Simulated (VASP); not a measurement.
Set up this calculation in VASP 6.6.1, as the native input.

```yaml
Task: single point
Functional: PBE
Potentials_or_basis: VASP PAW PBE potentials, release 64 (Bi_d, Te)
Cutoff: 520 eV
k_mesh: 6 × 6 × 6
Occupations: methfessel-paxton, width 0.1 eV
Spin: no spin polarisation
Dipole_correction: no
Further_INCAR_settings: ALGO = Normal; EDIFF = 1e-07; NBANDS = 18
```

The structure of BiTe lies in POSCAR:

```
BiTe
1.0
    0.0000000000      3.2350000000      3.2350000000
    3.2350000000      0.0000000000      3.2350000000
    3.2350000000      3.2350000000      0.0000000000
Bi Te
1 1
Direct
    0.0000000000      0.0000000000      0.0000000000
    0.5000000000      0.5000000000      0.5000000000
```

One way to write it, as run:

INCAR

```
PREC = Accurate ; ENCUT = 520
EDIFF = 1E-7 ; ISMEAR = 1
SIGMA = 0.1 ; LREAL = F
LASPH = T ; NELM = 80
ALGO = Normal ; ISIF = 2
LWAVE = F ; LCHARG = F
GGA = PE ; NBANDS = 18
```

KPOINTS

```
Automatic mesh
0
Gamma
  6 6 6
```

Potentials or basis: VASP PAW PBE potentials, release 64 (Bi_d, Te).

Command:

```bash
$ cat potpaw_PBE.64/Bi_d/POTCAR potpaw_PBE.64/Te/POTCAR > POTCAR
$ mpirun -np 1 vasp_std > vasp.out
```

Results of the run:

```json
{
 "Pressure": "0.9 GPa"
}
```

Run time: 17 s on 1 thread of Intel Xeon 6975P-C, with other jobs on the host, peak memory 0.2 GiB.
